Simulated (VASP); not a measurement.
Input of a VASP 6.6.1 run:

POSCAR

```
SiC
1.0
    0.0000000000      2.1657306798      2.1657306798
    2.1657306798      0.0000000000      2.1657306798
    2.1657306798      2.1657306798      0.0000000000
Si C
1 1
Direct
    0.0000000000      0.0000000000      0.0000000000
    0.7500000000      0.7500000000      0.7500000000
```

Contents of INCAR.step1:

```
SYSTEM = SiC
PREC     = Accurate       ! precision mode
ENCUT    = 520            ! plane-wave cutoff, eV
ISMEAR   = 0              ! smearing method
SIGMA    = 0.01           ! smearing width, eV
LREAL    = .False.        ! projectors in reciprocal space
LASPH    = .True.         ! aspherical terms in the spheres
NELM     = 100            ! most SCF steps
NBANDS   = 11             ! bands
GGA      = PE             ! functional
ALGO     = Normal         ! electronic algorithm
EDIFF    = 1E-4           ! SCF threshold, eV
LWAVE    = .True.         ! write WAVECAR
LCHARG   = .False.        ! write CHGCAR
```

File INCAR.step2:

```
SYSTEM = SiC
PREC     = Accurate       ! precision mode
ENCUT    = 520            ! plane-wave cutoff, eV
EDIFF    = 1E-6           ! SCF threshold, eV
ISMEAR   = 0              ! smearing method
SIGMA    = 0.01           ! smearing width, eV
LREAL    = .False.        ! projectors in reciprocal space
LASPH    = .True.         ! aspherical terms in the spheres
NELM     = 100            ! most SCF steps
ALGO     = Normal         ! electronic algorithm
ISIF     = 2              ! what is computed and relaxed
LWAVE    = .False.        ! write WAVECAR
LCHARG   = .False.        ! write CHGCAR
METAGGA  = R2SCAN         ! meta-GGA
LMIXTAU  = .True.       
NBANDS   = 11             ! bands
ISTART   = 1
```

The input KPOINTS:

```
regular mesh
0
Gamma
  8 8 8
  0 0 0
```

Potentials or basis: VASP PAW PBE potentials, release 64 (Si, C).

Launch:

```bash
$ cat potpaw_PBE.64/Si/POTCAR potpaw_PBE.64/C/POTCAR > POTCAR
$ cp INCAR.step1 INCAR
$ mpirun -np 1 vasp_std > vasp.out
$ cp INCAR.step2 INCAR
$ mpirun -np 1 vasp_std > vasp.out
```

Q: Estimate the band gap on the k mesh.

A: 1.71 eV, indirect (least direct gap 5.08 eV).

Q: Predict the pressure.

A: 3.8 GPa.

Caveat: the PAW data sets were made with another functional, which shifts forces and pressure a little. A k mesh can miss the band edges.
